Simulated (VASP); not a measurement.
Here is a VASP 6.6.1 calculation.

Contents of INCAR:

```
SYSTEM = Te2Mo
PREC = Accurate
ENCUT = 500
EDIFF = 1E-6
ISMEAR = 0
SIGMA = 0.02
LREAL = .False.
LASPH = .True.
NELM = 120
ALGO = Normal
ISIF = 2
LWAVE = .False.
LCHARG = .False.
GGA = PE
NBANDS = 20
GGA_COMPAT = .False.
```

File KPOINTS:

```
regular mesh
0
Gamma
  12 12 12
  0 0 0
```

POSCAR

```
Te2Mo
1.0
    1.7783101142      1.0267078231      7.8948558690
   -1.7783101142      1.0267078231      7.8948558690
    0.0000000000     -2.0534156463      7.8948558690
Mo Te
1 2
Direct
    0.6667830376      0.6667830376      0.6667830376
    0.4097576104      0.4097576104      0.4097576104
    0.2571263520      0.2571263520      0.2571263520
```

Potentials or basis: VASP PAW PBE potentials, release 64 (Mo_sv, Te).

Run with:

```sh
$ cat potpaw_PBE.64/Mo_sv/POTCAR potpaw_PBE.64/Te/POTCAR > POTCAR
$ mpirun -np 1 vasp_std > vasp.out
```

**Question.** Predict the band gap on the k mesh.

**Answer.** 1.07 eV.

**Question.** Estimate the pressure.

**Answer.** 0.0 GPa.

**Question.** Predict the largest force.

**Answer.** 0.017 eV/Å.

Forces on the atoms (eV/Å):
```
Mo   0.000  0.000  0.000
Te   0.000  0.000  0.017
Te   0.000  0.000 -0.017
```

Caveat: spin-orbit coupling is left out, which moves the levels of the heavy elements. A k mesh can miss the band edges.
